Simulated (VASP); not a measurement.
# SiC (P6_3mc) in VASP: further runs

Aim: see how the results for SiC move with the level of theory and the settings. Levels: r2SCAN, HSE06. Tasks: single point.

All numbers are computed with VASP 6.6.1; they aren't measurements. Logs are shortened: lines on timing, memory, paths and dates and some standing lists are left out, and cuts for length are marked.

**1. The cell of the first run**

It takes space group P6_3mc (No. 186, hexagonal). Conventional cell: a = 3.137 Å, b = 3.137 Å, c = 5.149 Å, α = 90.00°, β = 90.00°, γ = 120.00°. Si (site symmetry 3m) has 4 C at 1.92 to 1.94 Å within 2.5 Å. C (site symmetry 3m) has 4 Si at 1.92 to 1.94 Å within 2.5 Å.

**2. Single point, r2SCAN (strain +2.0%)**

Contents of POSCAR:

```
SiC
1.0
    3.1368633640      0.0000000000      0.0000000000
   -1.5684316820      2.7166033614      0.0000000000
    0.0000000000      0.0000000000      5.1490702528
Si C
2 2
Direct
    0.3333333333      0.6666666667     -0.0004677755
    0.6666666667      0.3333333333      0.4995322245
    0.3333333333      0.6666666667      0.3754677755
    0.6666666667      0.3333333333      0.8754677755
```

Contents of INCAR.step1:

```
ALGO = Normal
EDIFF = 1E-4
ENCUT = 520
GGA = PE
ISMEAR = 0
LASPH = True
LCHARG = False
LREAL = False
LWAVE = True
NBANDS = 16
NELM = 60
PREC = Accurate
SIGMA = 0.01
```

Contents of INCAR.step2:

```
ALGO = Normal
EDIFF = 1E-6
ENCUT = 520
ISIF = 2
ISMEAR = 0
ISTART = 1
LASPH = True
LCHARG = True
LELF = True
LMIXTAU = True
LREAL = False
LVHAR = True
LWAVE = False
METAGGA = R2SCAN
NBANDS = 16
NELM = 60
PREC = Accurate
SIGMA = 0.01
```

Contents of KPOINTS:

```
k-points
0
Gamma
  12 12 6
```

Potentials or basis: VASP PAW PBE potentials, release 64 (Si, C).

Run with:

```console
$ cat potpaw_PBE.64/Si/POTCAR potpaw_PBE.64/C/POTCAR > POTCAR
$ cp INCAR.step1 INCAR
$ mpirun -np 1 vasp_std > vasp.out
$ cp INCAR.step2 INCAR
$ mpirun -np 1 vasp_std > vasp.out
```

OUTCAR:

```text
EDIFF = 1E-6
   ENCUT = 520
   ISIF = 2
   ISMEAR = 0
   ISTART = 1
   LASPH = True
   LREAL = False
   METAGGA = R2SCAN
   NELM = 60
   PREC = Accurate

 ion  position               nearest neighbor table
   1  0.333  0.667  1.000-   4 1.92   4 1.92   4 1.92   3 1.94   2 3.15   2 3.15   2 3.15   2 3.15
                             2 3.15   2 3.15
   2  0.667  0.333  0.500-   3 1.92   3 1.92   3 1.92   4 1.94   1 3.15   1 3.15   1 3.15   1 3.15
                             1 3.15   1 3.15
   3  0.333  0.667  0.375-   2 1.92   2 1.92   2 1.92   1 1.94
   4  0.667  0.333  0.875-   1 1.92   1 1.92   1 1.92   2 1.94

  LATTYP: Found a hexagonal cell.
 ALAT       =     3.1368633640
 C/A-ratio  =     1.6414710031

  Lattice vectors:

 A1 = (   3.1368633640,   0.0000000000,   0.0000000000)
 A2 = (  -1.5684316820,   2.7166033614,   0.0000000000)
 A3 = (   0.0000000000,   0.0000000000,   5.1490702528)

Analysis of symmetry for initial positions (statically):
=====================================================================
 Subroutine PRICEL returns:
 Original cell was already a primitive cell.

 Routine SETGRP: Setting up the symmetry group for a
 hexagonal supercell.

 Subroutine GETGRP returns: Found 12 space group operations
 (whereof  6 operations were pure point group operations)
 out of a pool of 24 trial point group operations.

The static configuration has the point symmetry C_3v.
 The point group associated with its full space group is C_6v.

Analysis of symmetry for dynamics (positions and initial velocities):
=====================================================================
 Subroutine PRICEL returns:
 Original cell was already a primitive cell.

 Routine SETGRP: Setting up the symmetry group for a
 hexagonal supercell.

 Subroutine GETGRP returns: Found 12 space group operations
 (whereof  6 operations were pure point group operations)
 out of a pool of 24 trial point group operations.

The dynamic configuration has the point symmetry C_3v.
 The point group associated with its full space group is C_6v.

 Subroutine INISYM returns: Found 12 space group operations
 (whereof  6 operations are pure point group operations),
 and found     1 'primitive' translations

----------------------------------------------------------------------------------------

                                     Primitive cell

  volume of cell :      43.8784

  direct lattice vectors                    reciprocal lattice vectors
     3.136863364  0.000000000  0.000000000     0.318789786  0.184053369  0.000000000
    -1.568431682  2.716603361  0.000000000     0.000000000  0.368106737  0.000000000
     0.000000000  0.000000000  5.149070253     0.000000000  0.000000000  0.194209819

  length of vectors
     3.136863364  3.136863364  5.149070253     0.368106737  0.368106737  0.194209819

  position of ions in fractional coordinates (direct lattice)
     0.333333333  0.666666667  0.999532225
     0.666666667  0.333333333  0.499532225
     0.333333333  0.666666667  0.375467775
     0.666666667  0.333333333  0.875467775

  ion indices of the primitive-cell ions
   primitive index   ion index
                 1           1
                 2           2
                 3           3
                 4           4

----------------------------------------------------------------------------------------

 KPOINTS: k-points

Automatic generation of k-mesh.
 Grid dimensions read from file:
 generate k-points for:   12   12    6

 Generating k-lattice:

  Cartesian coordinates                     Fractional coordinates (reciprocal lattice)
     0.026565815  0.015337781  0.000000000     0.083333333  0.000000000  0.000000000
     0.000000000  0.030675561  0.000000000     0.000000000  0.083333333  0.000000000
     0.000000000  0.000000000  0.032368303     0.000000000  0.000000000  0.166666667

  Length of vectors
     0.030675561  0.030675561  0.032368303

  Shift w.r.t. Gamma in fractional coordinates (k-lattice)
     0.000000000  0.000000000  0.000000000

 Subroutine IBZKPT returns following result:
 ===========================================

 Found     76 irreducible k-points:

 Following reciprocal coordinates:
            Coordinates               Weight
  0.000000  0.000000  0.000000      1.000000
  0.083333 -0.000000  0.000000      6.000000
  0.166667 -0.000000  0.000000      6.000000
  0.250000  0.000000  0.000000      6.000000
  0.333333  0.000000  0.000000      6.000000
  0.416667  0.000000  0.000000      6.000000
[... 16 lines left out ...]
  0.250000  0.000000  0.166667     12.000000
  0.333333  0.000000  0.166667     12.000000
 [... further k-points ...]
   k-points           NKPTS =     76   k-points in BZ     NKDIM =     76   number of bands    NBANDS=     16
   number of dos      NEDOS =    301   number of ions     NIONS =      4
   total plane-waves  NPLWV =  23040
   dimension x,y,z NGX =    24 NGY =   24 NGZ =   40
   dimension x,y,z NGXF=    48 NGYF=   48 NGZF=   80
   ions per type =               2   2
   NGX,Y,Z   is equivalent  to a cutoff of  12.72, 12.72, 12.91 a.u.
   NGXF,Y,Z  is equivalent  to a cutoff of  25.44, 25.44, 25.83 a.u.
 SYSTEM =  unknown system
   PREC   = accura    normal or accurate (medium, high low for compatibility)
   ISTART =      1    job   : 0-new  1-cont  2-samecut
   ICHARG =      0    charge: 1-file 2-atom 10-const
   ISPIN  =      1    spin polarized calculation?
   LNONCOLLINEAR =      F non collinear calculations
   LSORBIT =      F    spin-orbit coupling
   LASPH  =      T    aspherical Exc in radial PAW
   ENCUT  =  520.0 eV  38.22 Ry    6.18 a.u.   5.83  5.83  9.57*2*pi/ulx,y,z
   NELM   =     60;   NELMIN=  2; NELMDL=  0     # of ELM steps
   EDIFF  = 0.1E-05   stopping-criterion for ELM
   LREAL  =      F    real-space projection
   EDIFFG = 0.1E-04   stopping-criterion for IOM
   NSW    =      0    number of steps for IOM
   IBRION =     -1    ionic relax: 0-MD 1-quasi-New 2-CG
   NFREE  =      0    steps in history (QN), initial steepest desc. (CG)
   ISIF   =      2    stress and relaxation
   ISYM   =      2    0-nonsym 1-usesym 2-fastsym
   POTIM  = 0.5000    time-step for ionic-motion
   TEBEG  =    0.0;   TEEND  =   0.0 temperature during run
   PSTRESS=    0.0 pullay stress
   NELECT =      16.0000    total number of electrons
   NUPDOWN=      -1.0000    fix difference up-down
   EMIN   =  10.00;   EMAX   =-10.00  energy-range for DOS
   EFERMI =   0.00;   METHOD = LEGACY
   ISMEAR =     0;   SIGMA  =   0.01  broadening in eV -4-tet -1-fermi 0-gaus
   EFERMI_NEDOS =   21; number of points for ismear=-14 and -15
   IALGO  =     38    algorithm
   IMIX   =      4    mixing-type and parameters
     AMIX     =   0.40;   BMIX     =  1.00
     AMIX_MAG =   1.60;   BMIX_MAG =  1.00
  volume/ion in A,a.u.               =      10.97        74.03
  Fermi-wavevector in a.u.,A,eV,Ry     =   1.169584  2.210193 18.611761  1.367926
  Thomas-Fermi vector in A             =   2.306054
   LORBIT       =      0    0 simple, 1 ext, 2 COOP (PROOUT), +10 PAW based schemes
   METAGGA = R2SCAN    functional components
   LHFCALC =     F    Hartree Fock is set to
   AEXX    =    0.0000 exact exchange contribution
   IVDW    =     0    specifies the selected vdW correction
   LEPSILON=     F    determine dielectric tensor
   LRPA    =     F    only Hartree local field effects (RPA)
 non-spin polarized calculation
 Gauss-broadening in eV      SIGMA  =   0.01
  energy-cutoff  :      520.00
  volume of cell :       43.88
 maximum number of plane-waves:      1200
 NGX is ok and might be reduce to    24
   NGX = 11   NGY = 11   NGZ = 19

 number of electron      16.0000000 magnetization

 Free energy of the ion-electron system (eV)
  ---------------------------------------------------
  ext. energy  EPLUGINS =         0.00000000
  ---------------------------------------------------
  free energy    TOTEN  =       -38.53631744 eV

  energy without entropy =      -38.53631744  energy(sigma->0) =      -38.53631744

 E-fermi :   7.5443     XC(G=0): -11.6649

 val. band max:        7.4858277370   @ k =   0.0000   0.0000   0.0000
 cond. band min:      10.2322880401   @ k =   0.3333   0.3333   0.0000
 fundamental gap:      2.7464603030
 Fermi energy:         7.5443044162

 k-point     1 :       0.0000    0.0000    0.0000
  band No.  band energies     occupation
      1      -8.3931      2.00000
      2      -4.9835      2.00000
      3      -1.1690      2.00000
      4       6.1306      2.00000
      5       6.1306      2.00000
      6       7.3810      2.00000
[... 8 lines left out ...]
     15      16.6306      0.00000
     16      19.2766      0.00000

 k-point     2 :       0.0833   -0.0000    0.0000
  band No.  band energies     occupation
      1      -8.2740      2.00000
      2      -4.8829      2.00000
      3      -1.0617      2.00000
      4       5.4460      2.00000
      5       5.9235      2.00000
      6       6.9949      2.00000
[... 8 lines left out ...]
     15      16.9521      0.00000
     16      18.3115      0.00000

 k-point     3 :       0.1667   -0.0000    0.0000
  band No.  band energies     occupation
      1      -7.9202      2.00000
      2      -4.5911      2.00000
      3      -0.7512      2.00000
      4       3.9656      2.00000
      5       5.4507      2.00000
      6       5.8279      2.00000
[... 8 lines left out ...]
     15      17.3978      0.00000
     16      17.6997      0.00000

 k-point     4 :       0.2500    0.0000    0.0000
  band No.  band energies     occupation
      1      -7.3447      2.00000
      2      -4.1495      2.00000
      3      -0.2967      2.00000
      4       2.3822      2.00000
      5       4.4015      2.00000
      6       4.9335      2.00000
[... 8 lines left out ...]
     15      17.9272      0.00000
     16      18.6669      0.00000

 k-point     5 :       0.3333    0.0000    0.0000
  band No.  band energies     occupation
      1      -6.5796      2.00000
      2      -3.6840      2.00000
      3      -0.0458      2.00000
      4       1.3713      2.00000
      5       2.9730      2.00000
      6       4.5040      2.00000
[... 8 lines left out ...]
     15      18.7511      0.00000
     16      19.8102      0.00000

 k-point     6 :       0.4167    0.0000    0.0000
  band No.  band energies     occupation
      1      -5.7197      2.00000
      2      -3.5315      2.00000
      3      -0.3992      2.00000
      4       1.5384      2.00000
      5       1.8593      2.00000
      6       4.2269      2.00000
[... 8 lines left out ...]
     15      18.7336      0.00000
     16      20.2922      0.00000
[... 267 lines left out ...]
 k-point    21 :       0.0833   -0.0000    0.1667
  band No.  band energies     occupation
      1      -8.1401      2.00000
      2      -5.3624      2.00000
      3      -0.3647      2.00000
      4       5.5379      2.00000
      5       6.0062      2.00000
      6       6.4102      2.00000
[... 8 lines left out ...]
     15      16.6630      0.00000
     16      18.7333      0.00000

 k-point    22 :       0.1667   -0.0000    0.1667
  band No.  band energies     occupation
      1      -7.7876      2.00000
      2      -5.0543      2.00000
      3      -0.0925      2.00000
      4       4.0900      2.00000
      5       5.4318      2.00000
      6       5.5422      2.00000
[... 8 lines left out ...]
     15      17.5068      0.00000
     16      18.0727      0.00000

 k-point    23 :       0.2500    0.0000    0.1667
  band No.  band energies     occupation
      1      -7.2146      2.00000
      2      -4.5767      2.00000
      3       0.2379      2.00000
      4       2.5944      2.00000
      5       4.0168      2.00000
      6       5.0317      2.00000
[... 8 lines left out ...]
     15      18.5899      0.00000
     16      18.6015      0.00000

 k-point    24 :       0.3333    0.0000    0.1667
  band No.  band energies     occupation
      1      -6.4543      2.00000
      2      -4.0283      2.00000
      3       0.0582      2.00000
      4       1.8979      2.00000
      5       2.5903      2.00000
      6       4.6061      2.00000
[... 8 lines left out ...]
     15      19.0882      0.00000
     16      19.8927      0.00000

 [... further k-points ...]

------------------------ aborting loop because EDIFF is reached ----------------------------------------

  FORCE on cell =-STRESS in cart. coord.  units (eV):
  Direction    XX          YY          ZZ          XY          YZ          ZX
  --------------------------------------------------------------------------------------
  -------------------------------------------------------------------------------------
  Total       -3.3653370     -3.3653370     -3.2793547      0.0000000      0.0000000      0.0000000
  in kB     -122.8820628   -122.8820628   -119.7424990      0.0000000      0.0000000      0.0000000
  external PRESSURE =    -121.8355416 kB  Pullay stress =       0.0000000 kB

 VOLUME and BASIS-vectors are now :
 -----------------------------------------------------------------------------
  energy-cutoff  :      520.00
  volume of cell :       43.88
      direct lattice vectors                 reciprocal lattice vectors
     3.136863364  0.000000000  0.000000000     0.318789786  0.184053369  0.000000000
    -1.568431682  2.716603361  0.000000000     0.000000000  0.368106737  0.000000000
     0.000000000  0.000000000  5.149070253     0.000000000  0.000000000  0.194209819

 POSITION                                       TOTAL-FORCE (eV/Angst)
 -----------------------------------------------------------------------------------
     -0.00000      1.81107      5.14666        -0.000000     -0.000000      0.000982
      1.56843      0.90553      2.57213         0.000000      0.000000      0.000982
     -0.00000      1.81107      1.93331         0.000000     -0.000000     -0.000982
      1.56843      0.90553      4.50785        -0.000000      0.000000     -0.000982
 -----------------------------------------------------------------------------------
    total drift:                               -0.000000      0.000000      0.000368

  FREE ENERGIE OF THE ION-ELECTRON SYSTEM (eV)
  ---------------------------------------------------
  free  energy   TOTEN  =       -38.5363174410 eV

  energy  without entropy=      -38.5363174410  energy(sigma->0) =      -38.53631744
```

It took 3 min on 1 thread of Intel Xeon 8259CL, shared host; peak memory 0.19 GiB.

Results:

| Quantity | Value |
| --- | --- |
| Free energy | -38.5363 eV |
| Pressure | -12.2 GPa |
| Band gap on the k mesh | 2.75 eV (least direct gap 4.34 eV) |

Caveat: the cell differs from its parent crystal (strain +2.0%); the cell stands under tension; the PAW data sets were made with another functional, which shifts forces and pressure a little.

(Part 1 of 3 ends here.)
